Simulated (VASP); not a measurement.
Input of a VASP 6.6.1 run:

INCAR

```
SYSTEM = ZrB2
PREC = Accurate
ENCUT = 600
EDIFF = 1E-6
ISMEAR = 0
SIGMA = 0.05
LREAL = .FALSE.
LASPH = .TRUE.
NELM = 60
ALGO = Normal
ISIF = 4
LWAVE = .FALSE.
LCHARG = .FALSE.
GGA = PE
IVDW = 13
IBRION = 2
NSW = 60
EDIFFG = -0.02
```

Contents of KPOINTS:

```
regular mesh
0
G
  8 8 8
  0 0 0
```

The input POSCAR:

```
ZrB2
1.0
    3.1632195451      0.0000000000      0.0000000000
   -1.5816097725      2.7394284838      0.0000000000
    0.0000000000      0.0000000000      3.5239748476
Zr B
1 2
Direct
    0.0000000000      0.0000000000      0.0000000000
    0.3333333333      0.6666666667      0.5000000000
    0.6666666667      0.3333333333      0.5000000000
```

Potentials or basis: VASP PAW PBE potentials, release 64 (Zr_sv, B).

Command:

```console
$ cat potpaw_PBE.64/Zr_sv/POTCAR potpaw_PBE.64/B/POTCAR > POTCAR
$ mpirun -np 1 vasp_std > vasp.out
```

(1) Estimate the dispersion energy per atom.

(2) Estimate the band gap on the k mesh.

Answers

(1) -0.317 eV.

(2) zero (band 9 reaches 11.12 eV, above the bottom of band 10 at 10.56 eV).
